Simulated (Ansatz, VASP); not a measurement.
**Two plane-wave programs on MnPt2**

Contents of INCAR:

```
ALGO = Fast
EDIFF = 1E-6
ENCUT = 520
GGA = PS
ISIF = 2
ISMEAR = -1
ISPIN = 2
LASPH = T
LCHARG = F
LMAXMIX = 4
LORBIT = 11
LREAL = F
LWAVE = F
MAGMOM = 0 0 4
NBANDS = 28
NELM = 150
PREC = Accurate
SIGMA = 0.05
```

Contents of KPOINTS:

```
k-points
0
Gamma
  11 11 4
```

File POSCAR:

```
MnPt2
1.0
    2.9144658307      0.0000000000      0.0000000000
   -1.4572329154      2.5240014479      0.0000000000
    0.0000000000      0.0000000000      6.6606248409
Pt Mn
2 1
Direct
    0.6666666667      0.3333333333      0.3162060000
    0.3333333333      0.6666666667      0.6837940000
    0.0000000000      0.0000000000      0.0000000000
```

The input input.yaml:

```yaml
crystal:
  lattice:
    - [2.9144658307, 0.0, 0.0]
    - [-1.4572329154, 2.5240014479, 0.0]
    - [0.0, 0.0, 6.6606248409]
  atoms:
    - { symbol: Pt, position: [0.6666666667, 0.3333333333, 0.316206] }
    - { symbol: Pt, position: [0.3333333333, 0.6666666667, 0.683794] }
    - { symbol: Mn, position: [0.0, 0.0, 0.0], spin: 4.0 }
hamiltonian:
  xc: pbesol
  pseudopotentials: { kind: paw }
magnetization:
  spin_polarized: true
kpoints:
  mp_grid: { grid: [11, 11, 4] }
scf:
  occupations: { method: fermi_dirac, width: 0.05 }
output:
  forces: true
  stress: true
  eigenvalues: true
```

Alike in both runs: task single point; functional PBEsol; k mesh 11 × 11 × 4; occupations fermi-dirac, width 0.05 eV; collinear spin.

|  | VASP | Ansatz |
| --- | --- | --- |
| version | VASP 6.6.1 | Ansatz 0.2.0 |
| potentials or method | VASP PAW PBE potentials, release 64 (Pt, Mn_pv) | Ansatz PAW |
| plane-wave cutoff (eV) | 520 | 420 |
| valence electrons in the cell | 33 | 51 |

```csv
,VASP,Ansatz,Ansatz less VASP
gap on the k mesh at the Fermi level (eV),none,none,-
pressure (GPa),-17.4,-17.3,+0.11
"traceless stress, the component that is largest in VASP (GPa)",0.86,0.77,-0.092
rms of the force components (eV/Å),0.036,0.042,+0.0057
net moment per atom (μB),1.56,1.55,-0.003
size of the moment on the site where the two differ most (μB),0.30,0.31,+0.009
```

VASP's potentials were made for PBE, not for PBEsol. Site moments also hang on the region over which each program counts them. Atom by atom the forces differ by 0.006 eV/Å (rms over components). A gap of «none» marks a metal or a gap that the smearing closes. VASP's potentials hold 33 valence electrons a cell and Ansatz's 51, so a difference there can come from the potentials and not from the codes.

Neither program's run includes spin-orbit coupling.
